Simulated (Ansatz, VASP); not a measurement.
# Two plane-wave programs on BeTe

```
CELL_PARAMETERS angstrom
0.00000 2.82862 2.82862
2.82862 0.00000 2.82862
2.82862 2.82862 0.00000
ATOMIC_POSITIONS crystal
Be 0.00000 0.00000 0.00000
Te 0.25000 0.25000 0.25000
```

Alike in both runs: task single point; functional HSE06; k mesh 4 × 4 × 4; no spin polarisation.

```csv
,VASP,Ansatz
version,VASP 6.6.1,Ansatz 0.2.0
potentials or method,"VASP PAW PBE potentials, release 64 (Be, Te)",plane waves
plane-wave cutoff (eV),520,420
occupations,"gaussian, width 0.01 eV",fixed
valence electrons in the cell,8,18
```

Ansatz gave:

```
gap on the k mesh at the Fermi level (eV) : 2.71
pressure (GPa)                            : -0.4
```

Which values does VASP return?

gap on the k mesh at the Fermi level (eV): 2.69; pressure (GPa): -0.5.

VASP's potentials hold 8 valence electrons a cell and Ansatz's 18, so a difference there can come from the potentials and not from the codes. Ansatz's warnings: stress exchange threshold loose, stress scf threshold loose.

The k mesh is coarse, so the values compare programs but aren't converged. Spin-orbit coupling is off throughout.
